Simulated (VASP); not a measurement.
Here is a VASP 6.6.1 calculation.

The input POSCAR:

```
WC
1.0
    3.1282625574      0.0000000000      0.0000000000
   -1.5641312787      2.7091548444      0.0000000000
    0.0000000000      0.0000000000      5.9231741892
W C
2 2
Direct
    0.3333333333      0.6666666667      0.0238855041
    0.6666666667      0.3333333333      0.5238855041
    0.3333333333      0.6666666667      0.3582144959
    0.6666666667      0.3333333333      0.8582144959
```

File INCAR.step1:

```
  ALGO = Normal
  EDIFF = 1E-4
  ENCUT = 520
  GGA = PE
  ISMEAR = 0
  LASPH = True
  LCHARG = False
  LREAL = False
  LWAVE = True
  NBANDS = 26
  NELM = 80
  PREC = Accurate
  SIGMA = 0.1
```

INCAR.step2

```
  ALGO = Normal
  EDIFF = 1E-6
  ENCUT = 520
  ISIF = 2
  ISMEAR = 0
  ISTART = 1
  LASPH = True
  LCHARG = False
  LMIXTAU = True
  LREAL = False
  LWAVE = False
  METAGGA = R2SCAN
  NBANDS = 26
  NELM = 80
  PREC = Accurate
  SIGMA = 0.1
```

KPOINTS

```
k-points
0
Gamma
  6 6 4
```

Potentials or basis: VASP PAW PBE potentials, release 64 (W_sv, C).

Launch:

```bash
$ cat potpaw_PBE.64/W_sv/POTCAR potpaw_PBE.64/C/POTCAR > POTCAR
$ cp INCAR.step1 INCAR
$ mpirun -np 1 vasp_std > vasp.out
$ cp INCAR.step2 INCAR
$ mpirun -np 1 vasp_std > vasp.out
```

**Question.** Predict the band gap on the k mesh.

**Answer.** Zero (band 18 reaches 9.45 eV, above the bottom of band 19 at 8.66 eV).

**Question.** Predict the pressure.

**Answer.** 1.4 GPa.

**Question.** Estimate the largest force.

**Answer.** 0.003 eV/Å.

Stress tensor (GPa, compression positive):
```
1.21 0.00 0.00
0.00 1.21 0.00
0.00 0.00 1.85
```

Caveat: the k points lie up to 0.39 Å⁻¹ apart; the PAW data sets were made with another functional, which shifts forces and pressure a little; spin-orbit coupling is left out, which moves the levels of the heavy elements.
